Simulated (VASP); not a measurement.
# Se (P6_3/mmc) in VASP: notebook

Runs on Se. Level: r2SCAN. Tasks: single point, relaxation of cell and atoms.

Program: VASP 6.6.1. These are calculated values, not measurements. Logs are shortened: lines on timing, memory, paths and dates and some standing lists are left out, and cuts for length are marked.

## (1) The cell of the first run

Symmetry: P6_3/mmc, No. 194, hexagonal system. Conventional cell: a = 4.647 Å, b = 4.647 Å, c = 5.371 Å, α = 90.00°, β = 90.00°, γ = 120.00°. Within 3.5 Å of Se (site symmetry -6m2) lie 5 Se at 2.68 to 2.69 Å. Within 3.5 Å of Se (site symmetry -6m2) lie 3 Se at 2.68 Å.

This isn't the form of Se at room conditions, which is trigonal, of chains.

## (2) Single point, r2SCAN

POSCAR

```
Se
1.0
    4.6465538976      0.0000000000      0.0000000000
   -2.3232769488      4.0240337154      0.0000000000
    0.0000000000      0.0000000000      5.3706291401
Se
4
Direct
    0.0000000000      0.0000000000      0.2500000000
    0.0000000000      0.0000000000      0.7500000000
    0.3333333333      0.6666666667      0.7500000000
    0.6666666667      0.3333333333      0.2500000000
```

INCAR.step1

```
SYSTEM = Se
PREC = Accurate
ENCUT = 520
ISMEAR = 0
SIGMA = 0.1
LREAL = .FALSE.
LASPH = .TRUE.
NELM = 100
NBANDS = 20
GGA = PE
ALGO = Normal
EDIFF = 1E-4
LWAVE = .TRUE.
LCHARG = .FALSE.
```

INCAR.step2

```
SYSTEM = Se
PREC = Accurate
ENCUT = 520
EDIFF = 1E-7
ISMEAR = 0
SIGMA = 0.1
LREAL = .FALSE.
LASPH = .TRUE.
NELM = 100
ALGO = Normal
ISIF = 2
LWAVE = .FALSE.
LCHARG = .TRUE.
METAGGA = R2SCAN
LMIXTAU = .TRUE.
LELF = .TRUE.
LVHAR = .TRUE.
NBANDS = 20
ISTART = 1
```

KPOINTS

```
regular mesh
0
G
  6 6 4
  0 0 0
```

Potentials or basis: VASP PAW PBE potentials, release 64 (Se).

Command:

```sh
> cat potpaw_PBE.64/Se/POTCAR > POTCAR
> cp INCAR.step1 INCAR
> mpirun -np 1 vasp_std > vasp.out
> cp INCAR.step2 INCAR
> mpirun -np 1 vasp_std > vasp.out
```

OUTCAR:

```text
SYSTEM = Se
   PREC = Accurate
   ENCUT = 520
   EDIFF = 1E-7
   ISMEAR = 0
   LREAL = .FALSE.
   LASPH = .TRUE.
   NELM = 100
   ISIF = 2
   METAGGA = R2SCAN
   ISTART = 1

 ion  position               nearest neighbor table
   1  0.000  0.000  0.250-   4 2.68   4 2.68   4 2.68   2 2.69   2 2.69
   2  0.000  0.000  0.750-   3 2.68   3 2.68   3 2.68   1 2.69   1 2.69
   3  0.333  0.667  0.750-   2 2.68   2 2.68   2 2.68
   4  0.667  0.333  0.250-   1 2.68   1 2.68   1 2.68

  LATTYP: Found a hexagonal cell.
 ALAT       =     4.6465538976
 C/A-ratio  =     1.1558305915

  Lattice vectors:

 A1 = (   4.6465538976,   0.0000000000,   0.0000000000)
 A2 = (  -2.3232769488,   4.0240337154,   0.0000000000)
 A3 = (   0.0000000000,   0.0000000000,   5.3706291401)

Analysis of symmetry for initial positions (statically):
=====================================================================
 Subroutine PRICEL returns:
 Original cell was already a primitive cell.

 Routine SETGRP: Setting up the symmetry group for a
 hexagonal supercell.

 Subroutine GETGRP returns: Found 24 space group operations
 (whereof 12 operations were pure point group operations)
 out of a pool of 24 trial point group operations.

The static configuration has the point symmetry D_3d.
 The point group associated with its full space group is D_6h.

Analysis of symmetry for dynamics (positions and initial velocities):
=====================================================================
 Subroutine PRICEL returns:
 Original cell was already a primitive cell.

 Routine SETGRP: Setting up the symmetry group for a
 hexagonal supercell.

 Subroutine GETGRP returns: Found 24 space group operations
 (whereof 12 operations were pure point group operations)
 out of a pool of 24 trial point group operations.

The dynamic configuration has the point symmetry D_3d.
 The point group associated with its full space group is D_6h.

 Subroutine INISYM returns: Found 24 space group operations
 (whereof 12 operations are pure point group operations),
 and found     1 'primitive' translations

----------------------------------------------------------------------------------------

                                     Primitive cell

  volume of cell :     100.4194

  direct lattice vectors                    reciprocal lattice vectors
     4.646553898  0.000000000  0.000000000     0.215213257  0.124253432  0.000000000
[... 86 lines left out ...]
   EDIFF  = 0.1E-06   stopping-criterion for ELM
   LREAL  =      F    real-space projection
   EDIFFG = 0.1E-05   stopping-criterion for IOM
   NSW    =      0    number of steps for IOM
   IBRION =     -1    ionic relax: 0-MD 1-quasi-New 2-CG
   NFREE  =      0    steps in history (QN), initial steepest desc. (CG)
   ISIF   =      2    stress and relaxation
   ISYM   =      2    0-nonsym 1-usesym 2-fastsym
   POTIM  = 0.5000    time-step for ionic-motion
   TEBEG  =    0.0;   TEEND  =   0.0 temperature during run
   PSTRESS=    0.0 pullay stress
   NELECT =      24.0000    total number of electrons
   NUPDOWN=      -1.0000    fix difference up-down
   EMIN   =  10.00;   EMAX   =-10.00  energy-range for DOS
   EFERMI =   0.00;   METHOD = LEGACY
   ISMEAR =     0;   SIGMA  =   0.10  broadening in eV -4-tet -1-fermi 0-gaus
   EFERMI_NEDOS =   21; number of points for ismear=-14 and -15
   IALGO  =     38    algorithm
   IMIX   =      4    mixing-type and parameters
     AMIX     =   0.40;   BMIX     =  1.00
     AMIX_MAG =   1.60;   BMIX_MAG =  1.00
  volume/ion in A,a.u.               =      25.10       169.42
  Fermi-wavevector in a.u.,A,eV,Ry     =   1.015951  1.919869 14.043334  1.032156
  Thomas-Fermi vector in A             =   2.149266
   LORBIT       =      0    0 simple, 1 ext, 2 COOP (PROOUT), +10 PAW based schemes
   METAGGA = R2SCAN    functional components
   LHFCALC =     F    Hartree Fock is set to
   AEXX    =    0.0000 exact exchange contribution
   IVDW    =     0    specifies the selected vdW correction
   LEPSILON=     F    determine dielectric tensor
   LRPA    =     F    only Hartree local field effects (RPA)
 non-spin polarized calculation
 Gauss-broadening in eV      SIGMA  =   0.10
  energy-cutoff  :      520.00
  volume of cell :      100.42
 maximum number of plane-waves:      2732
 NGX is ok and might be reduce to    36
   NGX = 17   NGY = 17   NGZ = 19

 number of electron      23.9999992 magnetization

 Free energy of the ion-electron system (eV)
  ---------------------------------------------------
  ext. energy  EPLUGINS =         0.00000000
  ---------------------------------------------------
  free energy    TOTEN  =       -55.13652750 eV

  energy without entropy =      -55.12070751  energy(sigma->0) =      -55.12861751

 E-fermi :   3.4955     XC(G=0):  -9.8102

 val. band max:        3.4612592719   @ k =   0.3333  -0.0000   0.0000
 cond. band min:       3.4963702740   @ k =   0.1667   0.0000   0.2500
 fundamental gap:      0.0351110020
 Fermi energy:         3.4954913980

 k-point     1 :       0.0000    0.0000    0.0000
  band No.  band energies     occupation
      1     -13.2895      2.00000
      2     -11.1222      2.00000
      3      -8.2744      2.00000
      4      -6.8826      2.00000
      5      -3.5767      2.00000
      6      -1.9234      2.00000
[... 472 lines left out ...]
     19      10.5079      0.00000
     20      10.5079      0.00000

------------------------ aborting loop because EDIFF is reached ----------------------------------------

  FORCE on cell =-STRESS in cart. coord.  units (eV):
  Direction    XX          YY          ZZ          XY          YZ          ZX
  --------------------------------------------------------------------------------------
  -------------------------------------------------------------------------------------
  Total       -0.2064719     -0.2064719     -0.0399211     -0.0000000      0.0000000     -0.0000000
  in kB       -3.2942286     -3.2942286     -0.6369354     -0.0000000      0.0000000     -0.0000000
  external PRESSURE =      -2.4084642 kB  Pullay stress =       0.0000000 kB

 VOLUME and BASIS-vectors are now :
 -----------------------------------------------------------------------------
  energy-cutoff  :      520.00
  volume of cell :      100.42
      direct lattice vectors                 reciprocal lattice vectors
     4.646553898  0.000000000  0.000000000     0.215213257  0.124253432  0.000000000
    -2.323276949  4.024033715  0.000000000     0.000000000  0.248506864  0.000000000
     0.000000000  0.000000000  5.370629140     0.000000000  0.000000000  0.186197925

 POSITION                                       TOTAL-FORCE (eV/Angst)
 -----------------------------------------------------------------------------------
      0.00000      0.00000      1.34266         0.000000      0.000000     -0.000000
      0.00000      0.00000      4.02797         0.000000      0.000000     -0.000000
     -0.00000      2.68269      4.02797         0.000000     -0.000000     -0.000000
      2.32328      1.34134      1.34266        -0.000000      0.000000      0.000000
 -----------------------------------------------------------------------------------
    total drift:                               -0.000000      0.000000     -0.000000

  FREE ENERGIE OF THE ION-ELECTRON SYSTEM (eV)
  ---------------------------------------------------
  free  energy   TOTEN  =       -55.1365275022 eV

  energy  without entropy=      -55.1207075126  energy(sigma->0) =      -55.12861751
```

OUTCAR.step1:

```text
SYSTEM = Se
   PREC = Accurate
   ENCUT = 520
   ISMEAR = 0
   LREAL = .FALSE.
   LASPH = .TRUE.
   NELM = 100
[... 708 lines left out ...]
      0.00000      0.00000      4.02797        -0.000000      0.000000     -0.000000
     -0.00000      2.68269      4.02797         0.000000     -0.000000      0.000000
      2.32328      1.34134      1.34266        -0.000000     -0.000000      0.000000
 -----------------------------------------------------------------------------------
    total drift:                               -0.000000      0.000000     -0.000000

  FREE ENERGIE OF THE ION-ELECTRON SYSTEM (eV)
  ---------------------------------------------------
  free  energy   TOTEN  =       -12.2407688846 eV

  energy  without entropy=      -12.2259614344  energy(sigma->0) =      -12.23336516
```

OSZICAR.step1:

```text
N       E                     dE             d eps       ncg     rms          rms(c)
DAV:   1     0.117217434916E+03    0.11722E+03   -0.10005E+04   840   0.101E+03
DAV:   2    -0.428063976624E+01   -0.12150E+03   -0.11866E+03  1236   0.167E+02
DAV:   3    -0.123161240035E+02   -0.80355E+01   -0.79084E+01  1020   0.462E+01
DAV:   4    -0.123973901791E+02   -0.81266E-01   -0.81194E-01   964   0.532E+00
DAV:   5    -0.123980132687E+02   -0.62309E-03   -0.62305E-03  1016   0.466E-01    0.735E+00
DAV:   6    -0.122590345400E+02    0.13898E+00   -0.29867E-01   924   0.255E+00    0.430E+00
DAV:   7    -0.122405443451E+02    0.18490E-01   -0.99579E-02   908   0.153E+00    0.138E+00
DAV:   8    -0.122408584686E+02   -0.31412E-03   -0.71032E-03   944   0.430E-01    0.176E-01
DAV:   9    -0.122407688846E+02    0.89584E-04   -0.95649E-04   912   0.165E-01
   1 F= -.12240769E+02 E0= -.12233365E+02  d E =-.148075E-01
```

Wall time 71 s (1 thread of Intel Xeon 6975P-C (Granite Rapids), shared host); peak memory 0.22 GiB.

Results:

```yaml
Free_energy: -55.1365 eV
Pressure: -0.2 GPa
Band_gap_on_the_k_mesh: zero (bands 12 and 13 overlap by 1.84 eV)
```

Levels at points of the mesh, in eV from the Fermi level:
| k point | band 9 | band 10 | band 11 | band 12 | band 13 | band 14 | band 15 | band 16 |
| --- | --- | --- | --- | --- | --- | --- | --- | --- |
| (0.00, 0.00, 0.00) | -4.26 | -1.68 | -0.47 | -0.28 | -0.28 | 0.45 | 0.45 | 3.92 |
| (0.50, 0.00, 0.00) | -3.34 | -2.66 | -1.24 | 0.82 | 0.92 | 1.76 | 2.72 | 3.65 |
| (0.00, 0.00, 0.50) | -3.32 | -3.32 | -0.42 | -0.42 | -0.29 | -0.29 | -0.29 | -0.29 |
| (0.50, 0.00, 0.50) | -2.42 | -2.42 | -0.77 | -0.77 | 0.79 | 0.79 | 2.20 | 2.20 |

Caveat: the PAW data sets were made with another functional, which shifts forces and pressure a little.

(Continued in part 2 of 2.)
